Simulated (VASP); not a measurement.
A run of VASP 6.6.1 is set up as follows.

INCAR

```
SYSTEM = TaN
ALGO     = Normal         ! electronic algorithm
EDIFF    = 1E-6           ! SCF threshold, eV
ENCUT    = 700            ! plane-wave cutoff, eV
GGA      = PS             ! functional
GGA_COMPAT= .FALSE.      
ISIF     = 2              ! what is computed and relaxed
ISMEAR   = 0              ! smearing method
LASPH    = .TRUE.         ! aspherical terms in the spheres
LCHARG   = .FALSE.        ! write CHGCAR
LREAL    = .FALSE.        ! projectors in reciprocal space
LWAVE    = .FALSE.        ! write WAVECAR
NBANDS   = 36             ! bands
NELM     = 120            ! most SCF steps
PREC     = Accurate       ! precision mode
SIGMA    = 0.1            ! smearing width, eV
```

KPOINTS

```
k-points
0
G
  9 9 10
  0 0 0
```

POSCAR

```
TaN
1.0
    5.1849992558      0.0000000000      0.0000000000
   -2.5924996279      4.4903410741      0.0000000000
    0.0000000000      0.0000000000      2.9080000000
Ta N
3 3
Direct
    0.0000000000      0.0000000000      0.0000000000
    0.3333333333      0.6666666667      0.5154745530
    0.6666666667      0.3333333333      0.5000000000
    0.5000000000      0.0000000000      0.0000000000
    0.5000000000      0.5000000000      0.0000000000
    0.0000000000      0.5000000000      0.0000000000
```

Potentials or basis: VASP PAW PBE potentials, release 64 (Ta_sv_GW, N).

Run with:

```sh
$ cat potpaw_PBE.64/Ta_sv_GW/POTCAR potpaw_PBE.64/N/POTCAR > POTCAR
$ mpirun -np 1 vasp_std > vasp.out
```

Question: Estimate the band gap on the k mesh.

Answer: Zero (bands 27 and 28 overlap by 2.22 eV).

Question: Estimate the pressure.

Answer: 1.8 GPa.

Question: Predict the largest force.

Answer: 0.985 eV/Å.

Forces on the atoms (eV/Å):
```
Ta   0.000  0.000 -0.005
Ta   0.000  0.000 -0.985
Ta   0.000  0.000 -0.004
N    0.000  0.031  0.332
N    0.027 -0.015  0.332
N   -0.027 -0.015  0.332
```

Caveat: the cell differs from its parent crystal (one atom moved); the PAW data sets were made with another functional, which shifts forces and pressure a little; spin-orbit coupling is left out, which moves the levels of the heavy elements.
